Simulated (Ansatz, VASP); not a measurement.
**Pb: VASP beside Ansatz**

File INCAR:

```
PREC     = Accurate       # precision mode
ENCUT    = 520            # plane-wave cutoff, eV
EDIFF    = 1E-7           # SCF threshold, eV
ISMEAR   = 0              # smearing method
SIGMA    = 0.15           # smearing width, eV
LREAL    = False          # projectors in reciprocal space
LASPH    = True           # aspherical terms in the spheres
NELM     = 80             # most SCF steps
ALGO     = Fast           # electronic algorithm
ISIF     = 2              # what is computed and relaxed
LWAVE    = False          # write WAVECAR
LCHARG   = False          # write CHGCAR
GGA      = PS             # functional
NBANDS   = 13             # bands
```

File KPOINTS:

```
regular mesh
0
Gamma
  18 18 18
```

Contents of POSCAR:

```
Pb
1.0
    0.0000000000      2.6830591805      2.0927861608
    2.6830591805      0.0000000000      2.0927861608
    2.6830591805      2.6830591805      0.0000000000
Pb
1
Direct
    0.0000000000      0.0000000000      0.0000000000
```

Input for Ansatz:

```yaml
crystal:
  lattice:
    - [0.0, 2.6830591805, 2.0927861608]
    - [2.6830591805, 0.0, 2.0927861608]
    - [2.6830591805, 2.6830591805, 0.0]
  atoms:
    - { symbol: Pb, position: [0.0, 0.0, 0.0] }
basis:
  ecutwfc: 420
kpoints:
  mp_grid: { grid: [18, 18, 18] }
hamiltonian:
  xc: pbesol
scf:
  occupations: { method: gaussian, width: 0.15 }
output:
  forces: true
  stress: true
  eigenvalues: true
```

Alike in both runs: task single point; functional PBEsol; k mesh 18 × 18 × 18; occupations gaussian, width 0.15 eV; no spin polarisation.

```csv
,VASP,Ansatz
version,VASP 6.6.1,Ansatz 0.2.0
potentials or method,"VASP PAW PBE potentials, release 64 (Pb_d), cutoff 520 eV","scalar-relativistic, plane waves, PAW"
valence electrons in the cell,14,14
```

|  | VASP | Ansatz | Ansatz less VASP |
| --- | --- | --- | --- |
| gap on the k mesh at the Fermi level (eV) | none | none | - |
| pressure (GPa) | -0.3 | -0.2 | +0.06 |
| traceless stress, the component that is largest in VASP (GPa) | 0.86 | 0.85 | -0.007 |

VASP's potentials were made for PBE, not for PBEsol. A gap of «none» marks a metal or a gap that the smearing closes.

Neither program's run includes spin-orbit coupling.
